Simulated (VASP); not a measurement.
# Ca (I4/mmm) in VASP: notebook, part 2 of 2

VASP 6.6.1.

**4. Density of states, RPBE**

POSCAR

```
Ca
1.0
   -2.2052049036      2.2052049036      2.1961148100
    2.2052049036     -2.2052049036      2.1961148100
    2.2052049036      2.2052049036     -2.1961148100
Ca
1
Direct
    0.5000000000      0.5000000000      0.0000000000
```

INCAR.step1

```
PREC = Accurate
ENCUT = 520
EDIFF = 1E-6
ISMEAR = 0
SIGMA = 0.1
LREAL = F
LASPH = T
NELM = 60
ALGO = Fast
ISIF = 2
LWAVE = F
LCHARG = T
GGA = RP
NBANDS = 11
```

KPOINTS.step1

```
Automatic mesh
0
Gamma
  6 6 6
```

INCAR.step2

```
PREC = Accurate
ENCUT = 520
EDIFF = 1E-6
ISMEAR = -5
SIGMA = 0.1
LREAL = F
LASPH = T
NELM = 60
ALGO = Fast
ISIF = 2
LWAVE = F
LCHARG = F
GGA = RP
LORBIT = 11
NEDOS = 1001
ICHARG = 11
```

KPOINTS.step2

```
Automatic mesh
0
Gamma
  9 9 9
```

Potentials or basis: VASP PAW PBE potentials, release 64 (Ca_sv).

Started as:

```sh
$ cat potpaw_PBE.64/Ca_sv/POTCAR > POTCAR
$ cp INCAR.step1 INCAR
$ cp KPOINTS.step1 KPOINTS
$ mpirun -np 1 vasp_std > vasp.out
$ cp INCAR.step2 INCAR
$ cp KPOINTS.step2 KPOINTS
$ mpirun -np 1 vasp_std > vasp.out
```

OUTCAR:

```text
PREC = Accurate
   ENCUT = 520
   EDIFF = 1E-6
   ISMEAR = -5
   LREAL = F
   LASPH = T
   NELM = 60
   ISIF = 2
   GGA = RP
   LORBIT = 11
   ICHARG = 11

 ion  position               nearest neighbor table
   1  0.500  0.500  0.000-

  LATTYP: Found a body centered tetragonal cell.
 ALAT       =     4.4104098072
 C/A-ratio  =     0.9958778916

  Lattice vectors:

 A1 = (  -2.2052049036,   2.2052049036,   2.1961148100)
 A2 = (   2.2052049036,  -2.2052049036,   2.1961148100)
 A3 = (   2.2052049036,   2.2052049036,  -2.1961148100)

Analysis of symmetry for initial positions (statically):
=====================================================================
 Subroutine PRICEL returns:
 Original cell was already a primitive cell.

 Routine SETGRP: Setting up the symmetry group for a
 body centered tetragonal supercell.

 Subroutine GETGRP returns: Found 16 space group operations
 (whereof 16 operations were pure point group operations)
 out of a pool of 16 trial point group operations.

The static configuration has the point symmetry D_4h.

[... 161 lines left out ...]

 val. band max:        2.2329369999   @ k =   0.3333   0.3333  -0.0000
 cond. band min:       2.0103459307   @ k =   0.4444   0.4444  -0.0000
 fundamental gap:     -0.2225910692
 Fermi energy:         2.0953991886

 k-point     1 :       0.0000    0.0000    0.0000
  band No.  band energies     occupation
      1     -40.1560      2.00000
      2     -21.0136      2.00000
      3     -21.0125      2.00000
      4     -21.0125      2.00000
      5      -1.9727      2.00000
      6       4.3814      0.00000
      7       4.3994      0.00000
      8       4.3994      0.00000
      9       5.4101      0.00000
[... 265 lines left out ...]
 k-point    24 :       0.4444    0.4444   -0.0000
  band No.  band energies     occupation
      1     -40.1420      2.00000
      2     -21.1387      2.00000
      3     -21.0622      2.00000
      4     -21.0179      2.00000
      5       1.3464      2.00000
      6       2.0103      0.41490
      7       3.3809      0.00000
      8       5.2689      0.00000
      9       5.7008      0.00000

 [... further k-points ...]
[... 5 lines left out ...]
  --------------------------------------------------------------------------------------
  -------------------------------------------------------------------------------------
  Total        0.2780772      0.2780772      0.2771963      0.0000000     -0.0000000     -0.0000000
  in kB       10.4294884     10.4294884     10.3964519      0.0000000     -0.0000000     -0.0000000
  external PRESSURE =      10.4184763 kB  Pullay stress =       0.0000000 kB

 VOLUME and BASIS-vectors are now :
 -----------------------------------------------------------------------------
  energy-cutoff  :      520.00
  volume of cell :       42.72
      direct lattice vectors                 reciprocal lattice vectors
    -2.205204904  2.205204904  2.196114810     0.000000000  0.226736300  0.227674800
     2.205204904 -2.205204904  2.196114810     0.226736300  0.000000000  0.227674800
     2.205204904  2.205204904 -2.196114810     0.226736300  0.226736300  0.000000000

 POSITION                                       TOTAL-FORCE (eV/Angst)
 -----------------------------------------------------------------------------------
      0.00000      0.00000      2.19611         0.000000     -0.000000     -0.000000
 -----------------------------------------------------------------------------------
    total drift:                                0.000000     -0.000000      0.000000

  FREE ENERGIE OF THE ION-ELECTRON SYSTEM (eV)
  ---------------------------------------------------
  free  energy   TOTEN  =        -1.7203101498 eV

  energy  without entropy=       -1.7203101498  energy(sigma->0) =       -1.72031015

 total charge

# of ion       s       p       d       tot
------------------------------------------
    1        2.082   5.836   0.162   8.080
```

OSZICAR.step1:

```text
N       E                     dE             d eps       ncg     rms          rms(c)
DAV:   1     0.734476738080E+02    0.73448E+02   -0.53220E+03   660   0.808E+02
DAV:   2     0.167511815815E+01   -0.71773E+02   -0.71008E+02   714   0.225E+02
DAV:   3    -0.160432674048E+01   -0.32794E+01   -0.32556E+01  1186   0.403E+01
DAV:   4    -0.172479389644E+01   -0.12047E+00   -0.12017E+00   857   0.512E+00
DAV:   5    -0.172829115950E+01   -0.34973E-02   -0.34969E-02   930   0.649E-01    0.229E+00
RMM:   6    -0.172415544170E+01    0.41357E-02   -0.10879E-02   699   0.115E+00    0.142E+00
RMM:   7    -0.172514131034E+01   -0.98587E-03   -0.25011E-02   739   0.193E+00    0.114E-01
RMM:   8    -0.172474250177E+01    0.39881E-03   -0.50285E-03   775   0.870E-01    0.282E-02
RMM:   9    -0.172486268798E+01   -0.12019E-03   -0.11754E-03   955   0.416E-01    0.186E-02
RMM:  10    -0.172489882543E+01   -0.36137E-04   -0.25400E-04   964   0.164E-01    0.288E-03
RMM:  11    -0.172490485752E+01   -0.60321E-05   -0.52461E-05   991   0.741E-02    0.759E-03
RMM:  12    -0.172490665853E+01   -0.18010E-05   -0.72230E-06   895   0.316E-02    0.606E-03
RMM:  13    -0.172490558640E+01    0.10721E-05   -0.39401E-06   712   0.178E-02    0.130E-03
RMM:  14    -0.172490588161E+01   -0.29521E-06   -0.96173E-07   594   0.497E-03
   1 F= -.17249059E+01 E0= -.17193882E+01  d E =-.110353E-01
```

Run time: 14 s. Hardware: 1 thread of Intel Xeon 6975P-C (Granite Rapids), shared host; peak memory 0.16 GiB.

Results:

* Valence electrons inside the program's atomic spheres: Ca 8.08

Caveat: the PAW data sets were made with another functional, which shifts forces and pressure a little; tetrahedron occupations give inexact forces and stress in metals.
